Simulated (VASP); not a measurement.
Input of a VASP 6.6.1 run:

INCAR

```
SYSTEM = Li2Se
ALGO = Normal ; EDIFF = 1E-8
ENCUT = 650 ; GGA = PS
GGA_COMPAT = .False. ; ISIF = 2
ISMEAR = 0 ; LASPH = .True.
LCHARG = .False. ; LEFG = .True.
LREAL = .False. ; LWAVE = .False.
NBANDS = 13 ; NELM = 120
PREC = Accurate ; SIGMA = 0.05
```

The input KPOINTS:

```
k-points
0
Gamma
  10 10 10
  0 0 0
```

Contents of POSCAR:

```
Li2Se
1.0
    0.0000000000      2.9730331330      2.9730331330
    2.9730331330      0.0000000000      2.9730331330
    2.9730331330      2.9730331330      0.0000000000
Li Se
2 1
Direct
    0.2500000000      0.2500000000      0.2500000000
    0.7500000000      0.7500000000      0.7500000000
    0.0000000000      0.0000000000      0.0000000000
```

Potentials or basis: VASP PAW PBE potentials, release 64 (Li_sv, Se).

Launch:

```sh
$ cat potpaw_PBE.64/Li_sv/POTCAR potpaw_PBE.64/Se/POTCAR > POTCAR
$ mpirun -np 1 vasp_std > vasp.out
```

Question: What does it give for the band gap on the k mesh?

Answer: 2.81 eV (least direct gap 3.37 eV).

Question: Predict the pressure.

Answer: -0.1 GPa.

Caveat: the PAW data sets were made with another functional, which shifts forces and pressure a little. A k mesh can miss the band edges.
